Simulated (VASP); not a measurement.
BaMnAsF: single point with PBE+U

Crystal: BaMnAsF.

```xyz
8
Lattice="4.3115 0.0000 0.0000 0.0000 4.3115 0.0000 0.0000 0.0000 9.5194" Properties=species:S:1:pos:R:3 pbc="T T T"
Ba    2.1557    0.0000    3.2449
Ba    0.0000    2.1557    6.2745
Mn    2.1557    2.1557    0.0000
Mn    0.0000    0.0000    0.0000
As    2.1557    0.0000    7.9845
As    0.0000    2.1557    1.5350
F     2.1557    2.1557    4.7597
F     0.0000    0.0000    4.7597
```

```
Program                : VASP 6.6.1
Task                   : single point
Functional             : PBE
Potentials or basis    : VASP PAW PBE potentials, release 64 (Ba_sv, Mn_pv, As, F)
Cutoff                 : 600 eV
k mesh                 : 6 × 6 × 2
Occupations            : gaussian, width 0.05 eV
Spin                   : collinear spin, antiferromagnetic start
Starting moments       : [0.0, 0.0, 4.76, -4.76, 0.0, 0.0, 0.0, 0.0] μB
Hubbard terms          : Mn d U = 3.9 eV
Dipole correction      : no
Further INCAR settings : ALGO = Normal; EDIFF = 1e-06; NBANDS = 49
```

```json
{
 "Pressure": "2.6 GPa",
 "Largest force": "0.125 eV/Å",
 "Band gap on the k mesh": "1.33 eV",
 "Net moment": "0.00 μB per cell",
 "Site moments": "Ba +0.00; Mn +4.40, -4.40; As +0.00; F -0.00, +0.00 μB",
 "Valence electrons inside the program's atomic spheres": "Ba 7.90; Mn 11.38; As 2.83; F 6.10"
}
```

Forces on the atoms (eV/Å):
```
Ba   0.000  0.000 -0.125
Ba   0.000  0.000  0.125
Mn   0.000  0.000  0.000
Mn   0.000  0.000  0.000
As   0.000  0.000  0.053
As   0.000  0.000 -0.053
F    0.000  0.000  0.000
F    0.000  0.000  0.000
```

Levels at points of the mesh, in eV from the valence-band top:
Spin up:
```
           k point  band 32  band 33  band 34  band 35  band 36  band 37  band 38  band 39
(0.00, 0.00, 0.00)    -1.39    -0.41     0.00     0.00     1.33     1.68     2.31     2.94
(0.50, 0.00, 0.00)    -1.17    -0.80    -0.52    -0.51     2.21     2.46     2.62     2.64
(0.50, 0.50, 0.00)    -1.88    -1.75    -1.75    -1.74     1.57     1.57     2.85     2.86
(0.00, 0.00, 0.50)    -1.39    -0.67    -0.01    -0.01     1.52     1.87     2.45     2.94
(0.50, 0.00, 0.50)    -1.15    -0.80    -0.51    -0.45     2.29     2.60     2.60     2.64
(0.50, 0.50, 0.50)    -1.91    -1.76    -1.72    -1.72     1.65     1.65     2.83     2.88
```
Spin down:
| k point | band 31 | band 32 | band 33 | band 34 | band 35 | band 36 | band 37 | band 38 | band 39 | band 40 |
| --- | --- | --- | --- | --- | --- | --- | --- | --- | --- | --- |
| (0.00, 0.00, 0.00) | -1.39 | -1.39 | -0.41 | 0.00 | 0.00 | 1.33 | 1.68 | 2.31 | 2.94 | 3.10 |
| (0.50, 0.00, 0.00) | -3.01 | -1.17 | -0.80 | -0.52 | -0.51 | 2.21 | 2.46 | 2.62 | 2.64 | 3.06 |
| (0.50, 0.50, 0.00) | -2.34 | -1.88 | -1.75 | -1.75 | -1.74 | 1.57 | 1.57 | 2.85 | 2.86 | 2.89 |
| (0.00, 0.00, 0.50) | -1.39 | -1.39 | -0.67 | -0.01 | -0.01 | 1.52 | 1.87 | 2.45 | 2.94 | 2.95 |
| (0.50, 0.00, 0.50) | -3.02 | -1.15 | -0.80 | -0.51 | -0.45 | 2.29 | 2.60 | 2.60 | 2.64 | 3.09 |
| (0.50, 0.50, 0.50) | -2.33 | -1.91 | -1.76 | -1.72 | -1.72 | 1.65 | 1.65 | 2.83 | 2.88 | 2.90 |

Eigenvalues of the final occupation matrices:
```csv
site,spin,trace,eigenvalues
site 3 d,1,4.59,0.91 0.92 0.92 0.92 0.92
site 3 d,2,0.30,0.03 0.05 0.07 0.07 0.07
site 4 d,1,0.30,0.03 0.05 0.07 0.07 0.07
site 4 d,2,4.59,0.91 0.92 0.92 0.92 0.92
```

Run time: 4.9 min on 1 thread of Intel(R) Xeon(R) Platinum 8559C (Emerald Rapids), on a shared host, peak memory 0.6 GiB.

Caveat: spin-orbit coupling is left out, which moves the levels of the heavy elements. A k mesh can miss the band edges.
